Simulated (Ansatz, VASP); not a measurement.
**FeNi3: VASP beside Ansatz**

```
CELL_PARAMETERS angstrom
0.00000 2.77566 2.77566
2.77566 0.00000 2.77566
2.77566 2.77566 0.00000
ATOMIC_POSITIONS crystal
Fe 0.00000 0.00000 0.00000
Ni 0.75000 0.75000 0.75000
Ni 0.25000 0.25000 0.25000
Ni 0.50000 0.50000 0.50000
```

Alike in both runs: functional PBEsol; k mesh 14 × 14 × 14; occupations gaussian, width 0.1 eV; collinear spin.

Ansatz relaxed the structure, and its values are those at the end. VASP's run is a single point on that final structure, the one shown.

```csv
,VASP,Ansatz
version,VASP 6.6.1,Ansatz 0.2.0
potentials or method,"VASP PAW PBE potentials, release 64 (Fe, Ni), cutoff 520 eV","scalar-relativistic, plane waves, PAW"
valence electrons in the cell,38,70
```

|  | VASP | Ansatz | Ansatz less VASP |
| --- | --- | --- | --- |
| gap on the k mesh at the Fermi level (eV) | none | none | - |
| pressure (GPa) | -0.1 | 0.0 | +0.18 |
| net moment per atom (μB) | 1.09 | 1.10 | +0.006 |
| size of the moment on the site where the two differ most (μB) | 0.63 | 0.69 | +0.053 |

VASP's potentials were made for PBE, not for PBEsol. Site moments also hang on the region over which each program counts them. A gap of «none» marks a metal or a gap that the smearing closes. With one functional, cell and mesh, what is left measures potentials, basis and numerics. VASP's potentials hold 38 valence electrons a cell and Ansatz's 70, so a difference there can come from the potentials and not from the codes.
